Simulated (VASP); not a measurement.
# CaS (Fm-3m) in VASP: single point with PBEsol

Aim: the single point of CaS with PBEsol.

Program: VASP 6.6.1. These are calculated values, not measurements. Logs are shortened: lines on timing, memory, paths and dates and some standing lists are left out, and cuts for length are marked.

### Step 1. The cell of the first run

The structure is cubic, space group Fm-3m (No. 225). The conventional cell has a = 5.634 Å, b = 5.634 Å, c = 5.634 Å, α = 90.00°, β = 90.00°, γ = 90.00°. Ca (site symmetry m-3m) has 6 S at 2.82 Å within 3.7 Å. Within 3.7 Å of S (site symmetry m-3m) lie 6 Ca at 2.82 Å.

### Step 2. Single point, PBEsol

Input file INCAR:

```
ALGO = Normal
EDIFF = 1E-6
ENCUT = 500
GGA = PS
GGA_COMPAT = False
ISIF = 2
ISMEAR = -1
LASPH = True
LCHARG = False
LREAL = False
LWAVE = False
NBANDS = 15
NELM = 120
PREC = Accurate
SIGMA = 0.08
```

Input file KPOINTS:

```
k-points
0
Gamma
  14 14 14
```

Input file POSCAR:

```
CaS
1.0
    0.0000000000      2.8171705082      2.8171705082
    2.8171705082      0.0000000000      2.8171705082
    2.8171705082      2.8171705082      0.0000000000
Ca S
1 1
Direct
    0.0000000000      0.0000000000      0.0000000000
    0.5000000000      0.5000000000      0.5000000000
```

Potentials or basis: VASP PAW PBE potentials, release 64 (Ca_sv, S).

The run is started by

```bash
> cat potpaw_PBE.64/Ca_sv/POTCAR potpaw_PBE.64/S/POTCAR > POTCAR
> mpirun -np 1 vasp_std > vasp.out
```

OUTCAR:

```text
EDIFF = 1E-6
   ENCUT = 500
   GGA = PS
   ISIF = 2
   ISMEAR = -1
   LASPH = True
   LREAL = False
   NELM = 120
   PREC = Accurate

 ion  position               nearest neighbor table
   1  0.000  0.000  0.000-   2 2.82   2 2.82   2 2.82   2 2.82   2 2.82   2 2.82
   2  0.500  0.500  0.500-   1 2.82   1 2.82   1 2.82   1 2.82   1 2.82   1 2.82

  LATTYP: Found a face centered cubic cell.
 ALAT       =     5.6343410164

  Lattice vectors:

 A1 = (   0.0000000000,   2.8171705082,   2.8171705082)
 A2 = (   2.8171705082,   0.0000000000,   2.8171705082)
 A3 = (   2.8171705082,   2.8171705082,   0.0000000000)

Analysis of symmetry for initial positions (statically):
=====================================================================
 Subroutine PRICEL returns:
 Original cell was already a primitive cell.

 Routine SETGRP: Setting up the symmetry group for a
 face centered cubic supercell.

 Subroutine GETGRP returns: Found 48 space group operations
 (whereof 48 operations were pure point group operations)
 out of a pool of 48 trial point group operations.

The static configuration has the point symmetry O_h .

Analysis of symmetry for dynamics (positions and initial velocities):
=====================================================================
 Subroutine PRICEL returns:
 Original cell was already a primitive cell.

 Routine SETGRP: Setting up the symmetry group for a
 face centered cubic supercell.

 Subroutine GETGRP returns: Found 48 space group operations
 (whereof 48 operations were pure point group operations)
 out of a pool of 48 trial point group operations.

The dynamic configuration has the point symmetry O_h .

 Subroutine INISYM returns: Found 48 space group operations
 (whereof 48 operations are pure point group operations),
 and found     1 'primitive' translations

----------------------------------------------------------------------------------------

                                     Primitive cell

  volume of cell :      44.7167

  direct lattice vectors                    reciprocal lattice vectors
     0.000000000  2.817170508  2.817170508    -0.177483045  0.177483045  0.177483045
     2.817170508  0.000000000  2.817170508     0.177483045 -0.177483045  0.177483045
     2.817170508  2.817170508  0.000000000     0.177483045  0.177483045 -0.177483045

  length of vectors
     3.984080740  3.984080740  3.984080740     0.307409651  0.307409651  0.307409651

  position of ions in fractional coordinates (direct lattice)
     0.000000000  0.000000000  0.000000000
     0.500000000  0.500000000  0.500000000

  ion indices of the primitive-cell ions
   primitive index   ion index
                 1           1
                 2           2

----------------------------------------------------------------------------------------

 KPOINTS: k-points

Automatic generation of k-mesh.
 Grid dimensions read from file:
 generate k-points for:   14   14   14

 Generating k-lattice:

  Cartesian coordinates                     Fractional coordinates (reciprocal lattice)
    -0.012677360  0.012677360  0.012677360     0.071428571  0.000000000  0.000000000
     0.012677360 -0.012677360  0.012677360     0.000000000  0.071428571  0.000000000
     0.012677360  0.012677360 -0.012677360     0.000000000  0.000000000  0.071428571

  Length of vectors
     0.021957832  0.021957832  0.021957832

  Shift w.r.t. Gamma in fractional coordinates (k-lattice)
     0.000000000  0.000000000  0.000000000

 Subroutine IBZKPT returns following result:
 ===========================================

 Found    104 irreducible k-points:

 Following reciprocal coordinates:
            Coordinates               Weight
  0.000000  0.000000  0.000000      1.000000
  0.071429  0.000000  0.000000      8.000000
  0.142857  0.000000  0.000000      8.000000
  0.214286  0.000000  0.000000      8.000000
  0.285714  0.000000  0.000000      8.000000
  0.357143  0.000000  0.000000      8.000000
[... 16 lines left out ...]
  0.214286  0.142857  0.000000     24.000000
  0.285714  0.142857  0.000000     24.000000
 [... further k-points ...]
   k-points           NKPTS =    104   k-points in BZ     NKDIM =    104   number of bands    NBANDS=     15
   number of dos      NEDOS =    301   number of ions     NIONS =      2
   total plane-waves  NPLWV =  27000
   dimension x,y,z NGX =    30 NGY =   30 NGZ =   30
   dimension x,y,z NGXF=    60 NGYF=   60 NGZF=   60
   ions per type =               1   1
   NGX,Y,Z   is equivalent  to a cutoff of  12.52, 12.52, 12.52 a.u.
   NGXF,Y,Z  is equivalent  to a cutoff of  25.04, 25.04, 25.04 a.u.
 SYSTEM =  unknown system
   PREC   = accura    normal or accurate (medium, high low for compatibility)
   ISTART =      0    job   : 0-new  1-cont  2-samecut
   ICHARG =      2    charge: 1-file 2-atom 10-const
   ISPIN  =      1    spin polarized calculation?
   LNONCOLLINEAR =      F non collinear calculations
   LSORBIT =      F    spin-orbit coupling
   LASPH  =      T    aspherical Exc in radial PAW
   ENCUT  =  500.0 eV  36.75 Ry    6.06 a.u.   7.26  7.26  7.26*2*pi/ulx,y,z
   NELM   =    120;   NELMIN=  2; NELMDL= -5     # of ELM steps
   EDIFF  = 0.1E-05   stopping-criterion for ELM
   LREAL  =      F    real-space projection
   EDIFFG = 0.1E-04   stopping-criterion for IOM
   NSW    =      0    number of steps for IOM
   IBRION =     -1    ionic relax: 0-MD 1-quasi-New 2-CG
   NFREE  =      0    steps in history (QN), initial steepest desc. (CG)
   ISIF   =      2    stress and relaxation
   ISYM   =      2    0-nonsym 1-usesym 2-fastsym
   POTIM  = 0.5000    time-step for ionic-motion
   TEBEG  =    0.0;   TEEND  =   0.0 temperature during run
   PSTRESS=    0.0 pullay stress
   NELECT =      16.0000    total number of electrons
   NUPDOWN=      -1.0000    fix difference up-down
   EMIN   =  10.00;   EMAX   =-10.00  energy-range for DOS
   EFERMI =   0.00;   METHOD = LEGACY
   ISMEAR =    -1;   SIGMA  =   0.08  broadening in eV -4-tet -1-fermi 0-gaus
   EFERMI_NEDOS =   21; number of points for ismear=-14 and -15
   IALGO  =     38    algorithm
   IMIX   =      4    mixing-type and parameters
     AMIX     =   0.40;   BMIX     =  1.00
     AMIX_MAG =   1.60;   BMIX_MAG =  1.00
  volume/ion in A,a.u.               =      22.36       150.88
  Fermi-wavevector in a.u.,A,eV,Ry     =   1.162229  2.196294 18.378425  1.350776
  Thomas-Fermi vector in A             =   2.298792
   LORBIT       =      0    0 simple, 1 ext, 2 COOP (PROOUT), +10 PAW based schemes
   GGA     = PS    functional components
   LHFCALC =     F    Hartree Fock is set to
   AEXX    =    0.0000 exact exchange contribution
   IVDW    =     0    specifies the selected vdW correction
   LEPSILON=     F    determine dielectric tensor
   LRPA    =     F    only Hartree local field effects (RPA)
 non-spin polarized calculation
  energy-cutoff  :      500.00
  volume of cell :       44.72
 maximum number of plane-waves:      1158
 NGX is ok and might be reduce to    30
   NGX = 15   NGY = 15   NGZ = 15

 number of electron      16.0000000 magnetization

 Free energy of the ion-electron system (eV)
  ---------------------------------------------------
  ext. energy  EPLUGINS =         0.00000000
  ---------------------------------------------------
  free energy    TOTEN  =       -10.91606418 eV

  energy without entropy =      -10.91606415  energy(sigma->0) =      -10.91606417

 E-fermi :   3.9866     XC(G=0):  -9.6464

 val. band max:        2.8812758029   @ k =   0.0000   0.0000   0.0000
 cond. band min:       5.0355628520   @ k =   0.5000   0.5000   0.0000
 fundamental gap:      2.1542870491
 Fermi energy:         3.9866153173

 k-point     1 :       0.0000    0.0000    0.0000
  band No.  band energies     occupation
      1     -36.0053      2.00000
      2     -17.0716      2.00000
      3     -17.0716      2.00000
      4     -17.0716      2.00000
      5      -8.5581      2.00000
      6       2.8813      2.00000
      7       2.8813      2.00000
      8       2.8813      2.00000
      9       6.9571      0.00000
     10       6.9571      0.00000
     11       6.9571      0.00000
     12       7.0516      0.00000
     13       7.6149      0.00000
     14       7.6149      0.00000
     15      13.5908      0.00000

 k-point     2 :       0.0714    0.0000    0.0000
  band No.  band energies     occupation
      1     -36.0046      2.00000
      2     -17.0820      2.00000
      3     -17.0724      2.00000
      4     -17.0724      2.00000
      5      -8.5180      2.00000
      6       2.6194      2.00000
      7       2.7934      2.00000
      8       2.7934      2.00000
      9       6.9612      0.00000
     10       7.0411      0.00000
     11       7.0411      0.00000
     12       7.3369      0.00000
     13       7.7618      0.00000
     14       7.7618      0.00000
     15      13.7129      0.00000

 k-point     3 :       0.1429    0.0000    0.0000
  band No.  band energies     occupation
      1     -36.0026      2.00000
      2     -17.1109      2.00000
      3     -17.0745      2.00000
      4     -17.0745      2.00000
      5      -8.4037      2.00000
      6       2.0078      2.00000
      7       2.5706      2.00000
      8       2.5706      2.00000
      9       6.9626      0.00000
     10       7.2685      0.00000
     11       7.2685      0.00000
     12       8.0428      0.00000
     13       8.1779      0.00000
     14       8.1779      0.00000
     15      13.8476      0.00000
[... 343 lines left out ...]
 k-point    23 :       0.2143    0.1429    0.0000
  band No.  band energies     occupation
      1     -35.9997      2.00000
      2     -17.1336      2.00000
      3     -17.0875      2.00000
      4     -17.0856      2.00000
      5      -8.2555      2.00000
      6       1.3094      2.00000
      7       2.4094      2.00000
      8       2.4585      2.00000
      9       6.3719      0.00000
     10       7.7603      0.00000
     11       7.8902      0.00000
     12       8.1684      0.00000
     13       8.1768      0.00000
     14      10.0088      0.00000
     15      14.0564      0.00000

 k-point    24 :       0.2857    0.1429    0.0000
  band No.  band energies     occupation
      1     -35.9969      2.00000
      2     -17.1692      2.00000
      3     -17.0921      2.00000
      4     -17.0888      2.00000
      5      -8.1040      2.00000
      6       0.8599      2.00000
      7       2.0926      2.00000
      8       2.2433      2.00000
      9       6.4676      0.00000
     10       8.1089      0.00000
     11       8.2049      0.00000
     12       8.6973      0.00000
     13       8.7216      0.00000
     14      10.6508      0.00000
     15      13.2662      0.00000

 [... further k-points ...]
[... 5 lines left out ...]
  --------------------------------------------------------------------------------------
  -------------------------------------------------------------------------------------
  Total        0.0422774      0.0422774      0.0422774      0.0000000     -0.0000000      0.0000000
  in kB        1.5147812      1.5147812      1.5147812      0.0000000     -0.0000000      0.0000000
  external PRESSURE =       1.5147812 kB  Pullay stress =       0.0000000 kB

 VOLUME and BASIS-vectors are now :
 -----------------------------------------------------------------------------
  energy-cutoff  :      500.00
  volume of cell :       44.72
      direct lattice vectors                 reciprocal lattice vectors
     0.000000000  2.817170508  2.817170508    -0.177483045  0.177483045  0.177483045
     2.817170508  0.000000000  2.817170508     0.177483045 -0.177483045  0.177483045
     2.817170508  2.817170508  0.000000000     0.177483045  0.177483045 -0.177483045

 POSITION                                       TOTAL-FORCE (eV/Angst)
 -----------------------------------------------------------------------------------
      0.00000      0.00000      0.00000         0.000000      0.000000      0.000000
      2.81717      2.81717      2.81717        -0.000000     -0.000000     -0.000000
 -----------------------------------------------------------------------------------
    total drift:                               -0.000000      0.000000      0.000000

  FREE ENERGIE OF THE ION-ELECTRON SYSTEM (eV)
  ---------------------------------------------------
  free  energy   TOTEN  =       -10.9160641831 eV

  energy  without entropy=      -10.9160641473  energy(sigma->0) =      -10.91606417
```

Wall time 36 s (1 thread of AMD EPYC 9R45 (Zen 5), shared host); peak memory 0.18 GiB.

Results:

```yaml
Free_energy: -10.9161 eV
Pressure: 0.2 GPa
Band_gap_on_the_k_mesh: 2.15 eV (least direct gap 3.00 eV)
```

Caveat: the PAW data sets were made with another functional, which shifts forces and pressure a little. A k mesh can miss the band edges.
